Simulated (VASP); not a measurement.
Runs of VASP 6.6.1 on SiO2. The structure is that of space group P6_422 (No. 181), or close to it. The cells are those of the table. 

| cell | gap on the mesh (eV) | pressure (GPa) | largest force (eV/Å) |
| --- | --- | --- | --- |
| a = 5.190, b = 5.190, c = 5.442 Å, angles 90.0, 90.0, 120.0°, 9 atoms | 5.24 | -7.2 | 0.37 |
| a = 5.039, b = 5.039, c = 5.608 Å, angles 90.0, 90.0, 120.0°, 9 atoms | 5.40 | -2.2 | 0.09 |
| a = 5.114, b = 5.114, c = 5.359 Å, angles 90.0, 90.0, 120.0°, 9 atoms | 5.48 | 0.6 | 0.04 |
| a = 5.190, b = 5.190, c = 5.359 Å, angles 90.0, 90.0, 120.0°, 9 atoms | (a) | -4.8 | 0.28 |
| a = 4.963, b = 4.963, c = 5.691 Å, angles 90.0, 90.0, 120.0°, 9 atoms | 5.42 | 0.5 | 0.06 |
| a = 5.039, b = 5.039, c = 5.691 Å, angles 90.0, 90.0, 120.0°, 9 atoms | (b) | -4.8 | 0.19 |
| a = 5.114, b = 5.114, c = 5.608 Å, angles 90.0, 90.0, 120.0°, 9 atoms | 5.25 | -7.2 | 0.33 |
| a = 5.114, b = 5.114, c = 5.442 Å, angles 90.0, 90.0, 120.0°, 9 atoms | 5.41 | -2.2 | 0.14 |

Alike in all rows: task single point; level LDA; potentials or basis VASP PAW LDA potentials, release 64 (Si, O); no spin polarisation; k mesh 6 × 6 × 4; cutoff (eV) 520; smearing gaussian 0.05 eV.

Q: Fill in the values left out.

A: (a) 5.31; (b) 5.29.

Caveats: the cell stands under tension (at least some runs).

A k mesh can miss the band edges.
